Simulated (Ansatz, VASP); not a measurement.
TiO2 in VASP and in Ansatz

INCAR

```
SYSTEM = TiO2
ALGO = Normal
EDIFF = 1E-6
ENCUT = 520
GGA = PE
ISIF = 2
ISMEAR = 0
LASPH = .TRUE.
LCHARG = .FALSE.
LDAU = .TRUE.
LDAUJ = 0 0
LDAUL = 2 -1
LDAUPRINT = 1
LDAUTYPE = 2
LDAUU = 4 0
LMAXMIX = 4
LREAL = .FALSE.
LWAVE = .FALSE.
NBANDS = 33
NELM = 150
PREC = Accurate
SIGMA = 0.05
```

KPOINTS

```
k-points
0
G
  8 8 8
  0 0 0
```

File POSCAR:

```
TiO2
1.0
   -1.9089353641      1.9089353641      4.1551070718
    1.9089353641     -1.9089353641      4.1551070718
    1.9089353641      1.9089353641     -4.1551070718
Ti O
2 4
Direct
    0.0000000000      0.0000000000      0.0000000000
    0.7500000000      0.2500000000      0.5000000000
    0.2052765759      0.2052765759      0.0000000000
    0.9552765759      0.4552765759      0.5000000000
    0.5447234241      0.0447234241      0.5000000000
    0.7947234241      0.7947234241      0.0000000000
```

Input for Ansatz:

```yaml
crystal:
  lattice:
    - [-1.9089353641, 1.9089353641, 4.1551070718]
    - [1.9089353641, -1.9089353641, 4.1551070718]
    - [1.9089353641, 1.9089353641, -4.1551070718]
  atoms:
    - { symbol: Ti, position: [0.0, 0.0, 0.0] }
    - { symbol: Ti, position: [0.75, 0.25, 0.5] }
    - { symbol: O, position: [0.2052765759, 0.2052765759, 0.0] }
    - { symbol: O, position: [0.9552765759, 0.4552765759, 0.5] }
    - { symbol: O, position: [0.5447234241, 0.0447234241, 0.5] }
    - { symbol: O, position: [0.7947234241, 0.7947234241, 0.0] }
basis:
  ecutwfc: 420
kpoints:
  mp_grid: { grid: [8, 8, 8] }
hamiltonian:
  xc: pbe
  hubbard: { sites: [{ species: Ti, l: d, u_eff: 4.0 }] }
scf:
  occupations: { method: gaussian, width: 0.05 }
output:
  forces: true
  stress: true
  eigenvalues: true
  write_density: true
  write_potential: true
  elf: true
  volumetric_format: npy
```

Change from the starting cell: strain -0.1500 x Voigt [0, 0, 1, 0, 0, 0], atoms carried along.

Alike in both runs: task single point; functional PBE; k mesh 8 × 8 × 8; occupations gaussian, width 0.05 eV; no spin polarisation; Hubbard terms Ti d U = 4.0 eV.

|  | VASP | Ansatz |
| --- | --- | --- |
| version | VASP 6.6.1 | Ansatz 0.2.0 |
| potentials or method | VASP PAW PBE potentials, release 64 (Ti_sv, O), cutoff 520 eV | scalar-relativistic, plane waves, PAW |
| valence electrons in the cell | 48 | 48 |

```csv
,VASP,Ansatz,Ansatz less VASP
gap on the k mesh at the Fermi level (eV),2.98,3.04,+0.070
least direct gap on the mesh (eV),3.05,3.12,+0.069
pressure (GPa),69.1,62.9,-6.27
"traceless stress, the component that is largest in VASP (GPa)",75.29,72.13,-3.158
rms of the force components (eV/Å),3.356,3.149,-0.2073
```

The programs project onto different local orbitals, so the same U acts differently, and such runs can settle in different states. Atom by atom the forces differ by 0.207 eV/Å (rms over components). Both programs put the cell under a high pressure, so it lies far from rest at this level.

Noted on VASP's run: the cell as given lies far from equilibrium.
